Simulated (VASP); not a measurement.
# TiO: single point with PBEsol

TiO:

```xyz
6
Lattice="4.9584 0.0000 0.0000 -2.4792 4.2941 0.0000 0.0000 0.0000 2.8360" Properties=species:S:1:pos:R:3 pbc="T T T"
Ti    2.4792    1.4314    1.4180
Ti    0.0000    2.8628    1.4180
Ti    0.0000    0.0000    0.0000
O     1.5007    2.5992    0.0000
O     1.9571    0.0000    0.0000
O    -0.9786    1.6949    0.0000
```

| Quantity | Value |
| --- | --- |
| Program | VASP 6.6.1 |
| Task | single point |
| Functional | PBEsol |
| Potentials or basis | VASP PAW PBE potentials, release 64 (Ti_sv, O) |
| Cutoff | 520 eV |
| k mesh | 12 × 12 × 12 |
| Occupations | gaussian, width 0.1 eV |
| Spin | no spin polarisation |
| Dipole correction | no |
| Further INCAR settings | ALGO = Normal; EDIFF = 1e-07; NBANDS = 36 |

| Property | Result |
| --- | --- |
| Pressure | 0.8 GPa |
| Largest force | 0.012 eV/Å |
| Band gap on the k mesh | zero (bands 27 and 28 overlap by 1.55 eV) |

Forces on the atoms (eV/Å):
```
Ti   0.000  0.000  0.000
Ti   0.000  0.000  0.000
Ti   0.000  0.000  0.000
O   -0.006 -0.010  0.000
O    0.012  0.000  0.000
O   -0.006  0.010  0.000
```

Stress tensor (GPa, compression positive):
```
0.80 0.00 0.00
0.00 0.80 0.00
0.00 0.00 0.71
```

Levels at points of the mesh, in eV from the Fermi level:
```csv
k point,band 25,band 26,band 27,band 28,band 29,band 30
"(0.00, 0.00, 0.00)",-3.51,-0.93,-0.90,-0.90,0.29,0.29
"(0.50, 0.00, 0.00)",-2.58,-2.19,-1.88,0.37,0.89,1.09
"(0.00, 0.00, 0.50)",-2.06,-2.06,0.65,1.02,1.02,1.17
"(0.50, 0.00, 0.50)",-2.11,-1.48,-0.60,0.47,0.63,1.64
```

Wall time 4 min on 1 thread of AMD EPYC 9R45 96-Core Processor (Zen 5), on a shared host, peak memory 0.31 GiB.

Caveat: the PAW data sets were made with another functional, which shifts forces and pressure a little; semilocal functionals often make such compounds metallic where correlation or magnetic order opens a gap, which also shifts bond lengths.
